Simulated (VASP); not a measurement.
# Al9N in VASP: a series of runs, part 2 of 2

VASP 6.6.1. The steps go on from the part before.

**4. Single point, PBEsol**

Contents of INCAR:

```
SYSTEM = Al9N
PREC = Accurate ; ENCUT = 520
EDIFF = 1E-6 ; ISMEAR = 0
SIGMA = 0.1 ; LREAL = .False.
LASPH = .True. ; NELM = 80
ALGO = Normal ; ISIF = 2
LWAVE = .False. ; LCHARG = .True.
LDIPOL = .True. ; IDIPOL = 3
DIPOL = 0.5 0.5 0.501 ; GGA = PS
LELF = .True. ; LVHAR = .True.
LVACPOTAV = .True. ; NBANDS = 27
```

Contents of KPOINTS:

```
Automatic mesh
0
Gamma
  12 12 1
  0 0 0
```

Contents of POSCAR:

```
Al9N
1.0
    2.8362844918      0.0000000000      0.0000000000
   -1.4181422459      2.4562944222      0.0000000000
    0.0000000000      0.0000000000     37.6442989108
Al N
9 1
Direct
    0.3333333333      0.6666666667      0.2257978033
    0.0000000000      0.0000000000      0.2877072406
    0.6666666666      0.3333333333      0.3496166779
    0.0000000000      0.0000000000      0.4115261153
    0.3320297092      0.6640594185      0.4730752966
   -0.0023784046     -0.0047568092      0.5350834526
    0.6637744520      0.3275489040      0.5973694528
   -0.0047707535     -0.0095415071      0.6612438466
    0.6614278232      1.3228556464      0.7300616258
   -0.0051877554     -0.0103755107      0.7389898849
```

Potentials or basis: VASP PAW PBE potentials, release 64 (Al, N).

On the command line:

```console
> cat potpaw_PBE.64/Al/POTCAR potpaw_PBE.64/N/POTCAR > POTCAR
> mpirun -np 1 vasp_std > vasp.out
```

OUTCAR:

```text
SYSTEM = Al9N
   PREC = Accurate
   ENCUT = 520
   EDIFF = 1E-6
   ISMEAR = 0
   LREAL = .False.
   LASPH = .True.
   NELM = 80
   ISIF = 2
   GGA = PS

 ion  position               nearest neighbor table
   1  0.333  0.667  0.226-   2 2.85   2 2.85   2 2.85
   2  0.000  0.000  0.288-   1 2.85   3 2.85   1 2.85   3 2.85   3 2.85   1 2.85
   3  0.667  0.333  0.350-   2 2.85   2 2.85   2 2.85   4 2.85   4 2.85   4 2.85
   4  0.000  0.000  0.412-   5 2.83   5 2.84   5 2.84   3 2.85   3 2.85   3 2.85
   5  0.332  0.664  0.473-   4 2.83   4 2.84   4 2.84   6 2.85   6 2.85   6 2.85
   6  0.998  0.995  0.535-   5 2.85   5 2.85   5 2.85   7 2.86   7 2.86   7 2.86
   7  0.664  0.328  0.597-   6 2.86   6 2.86   6 2.86   8 2.90   8 2.91   8 2.91
   8  0.995  0.990  0.661-   7 2.90   7 2.91   7 2.91   9 3.06   9 3.06   9 3.07
   9  0.661  0.323  0.730-  10 1.67  10 1.67  10 1.67   8 3.06   8 3.06   8 3.07
  10  0.995  0.990  0.739-   9 1.67   9 1.67   9 1.67

  LATTYP: Found a hexagonal cell.
 ALAT       =     2.8362844918
 C/A-ratio  =    13.2723988089

  Lattice vectors:

[... 211 lines left out ...]
      4      -7.8582      2.00000
      5      -7.2303      2.00000
      6      -6.4594      2.00000
[... 709 lines left out ...]
     26       7.0352      0.00000
     27       7.1798      0.00000

 [... further k-points ...]

------------------------ aborting loop because EDIFF is reached ----------------------------------------

  FORCE on cell =-STRESS in cart. coord.  units (eV):
  Direction    XX          YY          ZZ          XY          YZ          ZX
  --------------------------------------------------------------------------------------
  -------------------------------------------------------------------------------------
  Total       10.5151428     10.5198276      0.1457501      0.0000000      0.0172390      0.0000000
  in kB       64.2386390     64.2672595      0.8904099      0.0000000      0.1053157      0.0000000
  external PRESSURE =      43.1321028 kB  Pullay stress =       0.0000000 kB

 VOLUME and BASIS-vectors are now :
 -----------------------------------------------------------------------------
  energy-cutoff  :      520.00
  volume of cell :      262.26
      direct lattice vectors                 reciprocal lattice vectors
     2.836284492  0.000000000  0.000000000     0.352573941  0.203558660  0.000000000
    -1.418142246  2.456294422  0.000000000     0.000000000  0.407117319  0.000000000
     0.000000000  0.000000000 37.644298911     0.000000000  0.000000000  0.026564447

 POSITION                                       TOTAL-FORCE (eV/Angst)
 -----------------------------------------------------------------------------------
     -0.00000      1.63753      8.50000        -0.000000      0.000040     -0.040643
      0.00000      0.00000     10.83054        -0.000000      0.000091      0.042010
      1.41814      0.81876     13.16107        -0.000000     -0.001057     -0.001590
      0.00000      0.00000     15.49161        -0.000000     -0.001795     -0.005356
     -0.00000      1.63113     17.80859        -0.000000      0.000939     -0.000105
      1.41814      2.44461     20.14284        -0.000000      0.000835      0.000186
      1.41814      0.80456     22.48755         0.000000     -0.000970     -0.004513
      1.41814      2.43286     24.89206         0.000000      0.001546      0.010936
      1.41814      0.79303     27.48266         0.000000      0.011685     -0.033327
      1.41814      2.43081     27.81876        -0.000000     -0.011314      0.032403
 -----------------------------------------------------------------------------------
    total drift:                                0.000000     -0.000112      0.000072

  FREE ENERGIE OF THE ION-ELECTRON SYSTEM (eV)
  ---------------------------------------------------
  free  energy   TOTEN  =       -45.3902457951 eV

  energy  without entropy=      -45.3789687129  energy(sigma->0) =      -45.38460725

 vacuum level on the upper side and lower side of the slab         8.047         6.648
```

stdout:

```text
POSCAR found type information on POSCAR AlN
 POSCAR found :  2 types and      10 ions
 scaLAPACK will be used
 -----------------------------------------------------------------------------
|                                                                             |
[... 23 lines left out ...]
|     field-free region was found. Please increase the size of  your cell     |
|     in the dimension of the dipole correction to obtain accurate            |
|     workfunction values.                                                    |
|                                                                             |
 -----------------------------------------------------------------------------
```

Wall time 12 min (1 thread of Intel Xeon 6975P-C (Granite Rapids), shared host); peak memory 0.54 GiB.

Results:

| Item | Value |
| --- | --- |
| Free energy | -45.3902 eV |
| Largest force | 0.042 eV/Å |
| Band gap on the k mesh | zero (bands 16 and 17 overlap by 3.30 eV) |

Forces in eV/Å, atoms in the order of the input:
```
Al   0.000  0.000 -0.041
Al   0.000  0.000  0.042
Al   0.000 -0.001 -0.002
Al   0.000 -0.002 -0.005
Al   0.000  0.001  0.000
Al   0.000  0.001  0.000
Al   0.000 -0.001 -0.005
Al   0.000  0.002  0.011
Al   0.000  0.012 -0.033
N    0.000 -0.011  0.032
```

Caveat: the PAW data sets were made with another functional, which shifts forces and pressure a little.

**5. The runs side by side**

| cell | gap on the mesh (eV) | largest force (eV/Å) |
| --- | --- | --- |
| as given, atomic positions A | none | 0.09 |
| as given, atomic positions B | none | 0.04 |
| as given, atomic positions C | none | 0.04 |

Alike in all rows: task single point; level PBEsol; potentials or basis VASP PAW PBE potentials, release 64 (Al, N); no spin polarisation; k mesh 12 × 12 × 1; cutoff (eV) 520; smearing gaussian 0.1 eV.

Caveats: the PAW data sets were made with another functional, which shifts forces and pressure a little.

Total energies depend on the potentials used, so only differences within one code and one set of settings carry meaning.
